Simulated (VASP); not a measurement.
BP, 2 atoms in the cell. Symmetry: I-4m2, No. 119, tetragonal system. The conventional cell has a = 3.208 Å, b = 3.208 Å, c = 4.355 Å, α = 90.00°, β = 90.00°, γ = 90.00°. B (site symmetry -4m2) has 4 P at 1.94 Å within 2.6 Å. P (site symmetry -4m2) has 4 B at 1.94 Å within 2.6 Å.  This cell differs from its parent crystal: strain -0.0400 x Voigt [0, 1, 0, 0, 0, 0].

| Quantity | Value |
| --- | --- |
| Program | VASP 6.6.1 |
| Task | single point |
| Functional | r2SCAN |
| Potentials or basis | VASP PAW PBE potentials, release 64 (B, P) |
| Cutoff | 520 eV |
| k mesh | 10 × 10 × 10 |
| Occupations | gaussian, width 0.05 eV |
| Spin | no spin polarisation |
| Dipole correction | no |
| Further INCAR settings | ALGO = Normal; EDIFF = 1e-06; NBANDS = 11 |

Potentials or basis: VASP PAW PBE potentials, release 64 (B, P).

Command:

```console
$ cat potpaw_PBE.64/B/POTCAR potpaw_PBE.64/P/POTCAR > POTCAR
$ cp INCAR.step1 INCAR
$ mpirun -np 1 vasp_std > vasp.out
$ cp INCAR.step2 INCAR
$ mpirun -np 1 vasp_std > vasp.out
```

Hardware: 1 thread of Intel(R) Xeon(R) 6975P-C (Granite Rapids), with other jobs on the host.

Problem. Estimate the wall time of this run.

Solution. It took 26 s on 1 thread of Intel(R) Xeon(R) 6975P-C (Granite Rapids) (shared host), peak memory 0.14 GiB. Counts: k points 102.
